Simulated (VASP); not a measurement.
# AlInSb2 (P-4m2) in VASP: notebook

AlInSb2 is run at these levels: LDA; tasks: single point.

Program: VASP 6.6.1. These are calculated values, not measurements. Logs are shortened: lines on timing, memory, paths and dates and some standing lists are left out, and cuts for length are marked.

## Step 1: The cell of the first run

The structure is tetragonal, space group P-4m2 (No. 115). Conventional cell: a = 4.563 Å, b = 4.563 Å, c = 5.929 Å, α = 90.00°, β = 90.00°, γ = 90.00°. Al (site symmetry -4m2) has 4 Sb at 2.73 Å within 3.6 Å. In (site symmetry -4m2) has 4 Sb at 2.71 Å within 3.6 Å. Sb (site symmetry 2mm) has 2 In at 2.71 Å and 2 Al at 2.73 Å within 3.6 Å.

## Step 2: Single point, LDA (c/a of the conventional cell at fixed volume 1.2994)

File INCAR:

```
SYSTEM = AlInSb2
PREC     = Accurate       ! precision mode
ENCUT    = 520            ! plane-wave cutoff, eV
EDIFF    = 1E-6           ! SCF threshold, eV
ISMEAR   = 0              ! smearing method
SIGMA    = 0.05           ! smearing width, eV
LREAL    = .False.        ! projectors in reciprocal space
LASPH    = .True.         ! aspherical terms in the spheres
NELM     = 60             ! most SCF steps
ALGO     = Normal         ! electronic algorithm
ISIF     = 2              ! what is computed and relaxed
LWAVE    = .False.        ! write WAVECAR
LCHARG   = .True.         ! write CHGCAR
LELF     = .True.         ! ELF
LVHAR    = .True.       
NBANDS   = 21             ! bands
```

File KPOINTS:

```
Automatic mesh
0
Gamma
  8 8 6
  0 0 0
```

File POSCAR:

```
AlInSb2
1.0
    4.5626022301      0.0000000000      0.0000000000
    0.0000000000      4.5626022301      0.0000000000
    0.0000000000      0.0000000000      5.9286453378
Al In Sb
1 1 2
Direct
    0.0000000000      0.0000000000      0.0000000000
    0.5000000000      0.5000000000      0.5000000000
    0.0000000000      0.5000000000      0.2539107108
    0.5000000000      0.0000000000      0.7460892892
```

Potentials or basis: VASP PAW LDA potentials, release 64 (Al, In_d, Sb).

Started as:

```
$ cat potpaw_LDA.64/Al/POTCAR potpaw_LDA.64/In_d/POTCAR potpaw_LDA.64/Sb/POTCAR > POTCAR
$ mpirun -np 1 vasp_std > vasp.out
```

OUTCAR:

```text
SYSTEM = AlInSb2
   PREC = Accurate
   ENCUT = 520
   EDIFF = 1E-6
   ISMEAR = 0
   LREAL = .False.
   LASPH = .True.
   NELM = 60
   ISIF = 2

 ion  position               nearest neighbor table
   1  0.000  0.000  0.000-   3 2.73   4 2.73   3 2.73   4 2.73
   2  0.500  0.500  0.500-   3 2.71   4 2.71   4 2.71   3 2.71
   3  0.000  0.500  0.254-   2 2.71   2 2.71   1 2.73   1 2.73
   4  0.500  0.000  0.746-   2 2.71   2 2.71   1 2.73   1 2.73

  LATTYP: Found a simple tetragonal cell.
 ALAT       =     4.5626022301
 C/A-ratio  =     1.2994000000

  Lattice vectors:

 A1 = (   4.5626022301,   0.0000000000,   0.0000000000)
 A2 = (   0.0000000000,   4.5626022301,   0.0000000000)
 A3 = (   0.0000000000,   0.0000000000,   5.9286453378)

Analysis of symmetry for initial positions (statically):
=====================================================================
 Subroutine PRICEL returns:
 Original cell was already a primitive cell.

 Routine SETGRP: Setting up the symmetry group for a
 simple tetragonal supercell.

 Subroutine GETGRP returns: Found  8 space group operations
 (whereof  8 operations were pure point group operations)
 out of a pool of 16 trial point group operations.

The static configuration has the point symmetry D_2d.

Analysis of symmetry for dynamics (positions and initial velocities):
=====================================================================
 Subroutine PRICEL returns:
 Original cell was already a primitive cell.

 Routine SETGRP: Setting up the symmetry group for a
 simple tetragonal supercell.

 Subroutine GETGRP returns: Found  8 space group operations
 (whereof  8 operations were pure point group operations)
 out of a pool of 16 trial point group operations.

The dynamic configuration has the point symmetry D_2d.

 Subroutine INISYM returns: Found  8 space group operations
 (whereof  8 operations are pure point group operations),
 and found     1 'primitive' translations

----------------------------------------------------------------------------------------

                                     Primitive cell

  volume of cell :     123.4186

  direct lattice vectors                    reciprocal lattice vectors
     4.562602230  0.000000000  0.000000000     0.219173171  0.000000000  0.000000000
     0.000000000  4.562602230  0.000000000     0.000000000  0.219173171  0.000000000
     0.000000000  0.000000000  5.928645338     0.000000000  0.000000000  0.168672596

[... 82 lines left out ...]
   LNONCOLLINEAR =      F non collinear calculations
   LSORBIT =      F    spin-orbit coupling
   LASPH  =      T    aspherical Exc in radial PAW
   ENCUT  =  520.0 eV  38.22 Ry    6.18 a.u.   8.48  8.48 11.02*2*pi/ulx,y,z
   NELM   =     60;   NELMIN=  2; NELMDL= -5     # of ELM steps
   EDIFF  = 0.1E-05   stopping-criterion for ELM
   LREAL  =      F    real-space projection
   EDIFFG = 0.1E-04   stopping-criterion for IOM
   NSW    =      0    number of steps for IOM
   IBRION =     -1    ionic relax: 0-MD 1-quasi-New 2-CG
   NFREE  =      0    steps in history (QN), initial steepest desc. (CG)
   ISIF   =      2    stress and relaxation
   ISYM   =      2    0-nonsym 1-usesym 2-fastsym
   POTIM  = 0.5000    time-step for ionic-motion
   TEBEG  =    0.0;   TEEND  =   0.0 temperature during run
   PSTRESS=    0.0 pullay stress
   NELECT =      26.0000    total number of electrons
   NUPDOWN=      -1.0000    fix difference up-down
   EMIN   =  10.00;   EMAX   =-10.00  energy-range for DOS
   EFERMI =   0.00;   METHOD = LEGACY
   ISMEAR =     0;   SIGMA  =   0.05  broadening in eV -4-tet -1-fermi 0-gaus
   EFERMI_NEDOS =   21; number of points for ismear=-14 and -15
   IALGO  =     38    algorithm
   IMIX   =      4    mixing-type and parameters
     AMIX     =   0.40;   BMIX     =  1.00
     AMIX_MAG =   1.60;   BMIX_MAG =  1.00
  volume/ion in A,a.u.               =      30.85       208.22
  Fermi-wavevector in a.u.,A,eV,Ry     =   0.974105  1.840791 12.910300  0.948880
  Thomas-Fermi vector in A             =   2.104538
   LORBIT       =      0    0 simple, 1 ext, 2 COOP (PROOUT), +10 PAW based schemes
   GGA     = CA    functional components
   LHFCALC =     F    Hartree Fock is set to
   AEXX    =    0.0000 exact exchange contribution
   IVDW    =     0    specifies the selected vdW correction
   LEPSILON=     F    determine dielectric tensor
   LRPA    =     F    only Hartree local field effects (RPA)
 non-spin polarized calculation
 Gauss-broadening in eV      SIGMA  =   0.05
  energy-cutoff  :      520.00
  volume of cell :      123.42
 maximum number of plane-waves:      3352
 NGX is ok and might be reduce to    36
   NGX = 17   NGY = 17   NGZ = 23

 number of electron      26.0000002 magnetization

 Free energy of the ion-electron system (eV)
  ---------------------------------------------------
  ext. energy  EPLUGINS =         0.00000000
  ---------------------------------------------------
  free energy    TOTEN  =       -17.27155286 eV

  energy without entropy =      -17.27155284  energy(sigma->0) =      -17.27155285

 E-fermi :   5.4023     XC(G=0):  -9.0265

 val. band max:        5.2550701741   @ k =   0.0000   0.0000   0.0000
 cond. band min:       5.5494293643   @ k =   0.0000   0.0000   0.0000
 fundamental gap:      0.2943591902
 Fermi energy:         5.4022541211

 k-point     1 :       0.0000    0.0000    0.0000
  band No.  band energies     occupation
      1      -9.7003      2.00000
      2      -9.6035      2.00000
      3      -9.6035      2.00000
      4      -9.5373      2.00000
      5      -9.5043      2.00000
      6      -5.9278      2.00000
[... 565 lines left out ...]
     20      10.7248      0.00000
     21      10.7566      0.00000

 [... further k-points ...]
[... 5 lines left out ...]
  --------------------------------------------------------------------------------------
  -------------------------------------------------------------------------------------
  Total       -0.0911796     -0.0911796      1.6610310      0.0000000      0.0000000      0.0000000
  in kB       -1.1836611     -1.1836611     21.5629230      0.0000000      0.0000000      0.0000000
  external PRESSURE =       6.3985336 kB  Pullay stress =       0.0000000 kB

 VOLUME and BASIS-vectors are now :
 -----------------------------------------------------------------------------
  energy-cutoff  :      520.00
  volume of cell :      123.42
      direct lattice vectors                 reciprocal lattice vectors
     4.562602230  0.000000000  0.000000000     0.219173171  0.000000000  0.000000000
     0.000000000  4.562602230  0.000000000     0.000000000  0.219173171  0.000000000
     0.000000000  0.000000000  5.928645338     0.000000000  0.000000000  0.168672596

 POSITION                                       TOTAL-FORCE (eV/Angst)
 -----------------------------------------------------------------------------------
      0.00000      0.00000      0.00000        -0.000000      0.000000      0.000000
      2.28130      2.28130      2.96432        -0.000000     -0.000000      0.000000
      0.00000      2.28130      1.50535         0.000000      0.000000     -1.176143
      2.28130      0.00000      4.42330        -0.000000      0.000000      1.176143
 -----------------------------------------------------------------------------------
    total drift:                                0.000000      0.000000      0.000000

  FREE ENERGIE OF THE ION-ELECTRON SYSTEM (eV)
  ---------------------------------------------------
  free  energy   TOTEN  =       -17.2715528623 eV

  energy  without entropy=      -17.2715528369  energy(sigma->0) =      -17.27155285
```

Wall time 98 s (1 thread of AMD EPYC 7R13 (Zen 3), shared host); peak memory 0.27 GiB.

Results:

```yaml
Free_energy: -17.2716 eV
Pressure: 0.6 GPa
Largest_force: 1.176 eV/Å
Band_gap_on_the_k_mesh: 0.29 eV, direct
```

Forces in eV/Å, atoms in the order of the input:
```
Al   0.000  0.000  0.000
In   0.000  0.000  0.000
Sb   0.000  0.000 -1.176
Sb   0.000  0.000  1.176
```

Levels at points of the mesh, in eV from the valence-band top:
| k point | band 9 | band 10 | band 11 | band 12 | band 13 | band 14 | band 15 | band 16 | band 17 | band 18 |
| --- | --- | --- | --- | --- | --- | --- | --- | --- | --- | --- |
| (0.00, 0.00, 0.00) | -2.87 | -2.87 | -0.37 | -0.37 | 0.00 | 0.29 | 0.62 | 0.66 | 2.64 | 2.81 |
| (0.50, 0.00, 0.00) | -4.70 | -3.01 | -2.78 | -1.63 | -1.61 | 1.60 | 1.72 | 4.07 | 4.39 | 4.54 |
| (0.50, 0.50, 0.00) | -5.82 | -2.41 | -2.41 | -2.37 | -2.35 | 1.07 | 1.07 | 1.26 | 1.28 | 7.17 |
| (0.00, 0.00, 0.50) | -3.33 | -2.10 | -2.10 | -1.80 | -1.80 | 0.88 | 0.95 | 2.60 | 2.63 | 4.96 |
| (0.50, 0.00, 0.50) | -5.71 | -1.54 | -1.51 | -1.07 | -0.86 | 0.47 | 0.54 | 3.16 | 3.31 | 3.71 |
| (0.50, 0.50, 0.50) | -5.58 | -3.35 | -3.25 | -3.11 | -3.11 | 4.01 | 4.05 | 4.05 | 4.53 | 4.84 |

Caveat: spin-orbit coupling is left out, which moves the levels of the heavy elements; forces of over 1 eV/Å act on the atoms, so gaps and moduli don't describe the material at rest. A k mesh can miss the band edges.

## Step 3: Single point, LDA (c/a of the conventional cell at fixed volume 1.4123)

File INCAR:

```
  PREC = Accurate
  ENCUT = 520
  EDIFF = 1E-6
  ISMEAR = 0
  SIGMA = 0.05
  LREAL = F
  LASPH = T
  NELM = 60
  ALGO = Normal
  ISIF = 2
  LWAVE = F
  LCHARG = F
  GGA = CA
  NBANDS = 21
```

File KPOINTS:

```
Automatic mesh
0
Gamma
  8 8 6
```

File POSCAR:

```
AlInSb2
1.0
    4.4375919547      0.0000000000      0.0000000000
    0.0000000000      4.4375919547      0.0000000000
    0.0000000000      0.0000000000      6.2673789797
Al In Sb
1 1 2
Direct
    0.0000000000      0.0000000000      0.0000000000
    0.5000000000      0.5000000000      0.5000000000
    0.0000000000      0.5000000000      0.2539107108
    0.5000000000      0.0000000000      0.7460892892
```

Potentials or basis: VASP PAW LDA potentials, release 64 (Al, In_d, Sb).

Started as:

```
$ cat potpaw_LDA.64/Al/POTCAR potpaw_LDA.64/In_d/POTCAR potpaw_LDA.64/Sb/POTCAR > POTCAR
$ mpirun -np 1 vasp_std > vasp.out
```

Run time: 89 s. Hardware: 1 thread of AMD EPYC 7R13 (Zen 3), shared host; peak memory 0.28 GiB.

It converged, with:

```
Free energy            : -17.3204 eV
Pressure               : 0.8 GPa
Largest force          : 1.249 eV/Å
Band gap on the k mesh : 0.58 eV, direct
```

Forces on the atoms (eV/Å):
```
Al   0.000  0.000  0.000
In   0.000  0.000  0.000
Sb   0.000  0.000 -1.249
Sb   0.000  0.000  1.249
```

Stress tensor (GPa, compression positive):
```
0.85 0.00 0.00
0.00 0.85 0.00
0.00 0.00 0.71
```

Levels at points of the mesh, in eV from the valence-band top:
| k point | band 11 | band 12 | band 13 | band 14 | band 15 | band 16 |
| --- | --- | --- | --- | --- | --- | --- |
| (0.00, 0.00, 0.00) | 0.00 | 0.00 | 0.00 | 0.58 | 1.15 | 1.27 |
| (0.50, 0.00, 0.00) | -2.79 | -1.08 | -1.08 | 2.16 | 2.31 | 4.30 |
| (0.50, 0.50, 0.00) | -2.34 | -2.34 | -2.30 | 1.15 | 1.15 | 1.28 |
| (0.00, 0.00, 0.50) | -1.64 | -1.33 | -1.33 | 1.48 | 1.57 | 2.73 |
| (0.50, 0.00, 0.50) | -1.03 | -1.00 | -0.93 | 0.80 | 0.87 | 3.57 |
| (0.50, 0.50, 0.50) | -3.01 | -2.87 | -2.87 | 3.70 | 3.79 | 3.79 |

Caveat: spin-orbit coupling is left out, which moves the levels of the heavy elements; forces of over 1 eV/Å act on the atoms, so gaps and moduli don't describe the material at rest. A k mesh can miss the band edges.
